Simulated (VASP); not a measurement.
Ge, 1 atom in the cell. Symmetry: Pm-3m, No. 221, cubic system. The conventional cell has a = 2.730 Å, b = 2.730 Å, c = 2.730 Å, α = 90.00°, β = 90.00°, γ = 90.00°. Within 3.6 Å of Ge (site symmetry m-3m) lie 6 Ge at 2.73 Å. 

| Property | Result |
| --- | --- |
| Program | VASP 6.6.1 |
| Task | single point |
| Functional | revPBE |
| Potentials or basis | VASP PAW PBE potentials, release 64 (Ge_d) |
| Cutoff | 520 eV |
| k mesh | 11 × 11 × 11 |
| Occupations | fermi-dirac, width 0.1 eV |
| Spin | no spin polarisation |
| Dipole correction | no |
| Further INCAR settings | ALGO = Normal; EDIFF = 1e-07; NBANDS = 13 |

Potentials or basis: VASP PAW PBE potentials, release 64 (Ge_d).

Launch:

```sh
$ cat potpaw_PBE.64/Ge_d/POTCAR > POTCAR
$ mpirun -np 1 vasp_std > vasp.out
```

Hardware: 1 thread of Intel Xeon 6975P-C, on a shared host.

**Question.** How long does it take, and how much memory?

**Answer.** Run time: 8.9 s on 1 thread of Intel Xeon 6975P-C (shared host), peak memory 0.13 GiB. Counts: scf iterations 10, k points 56.
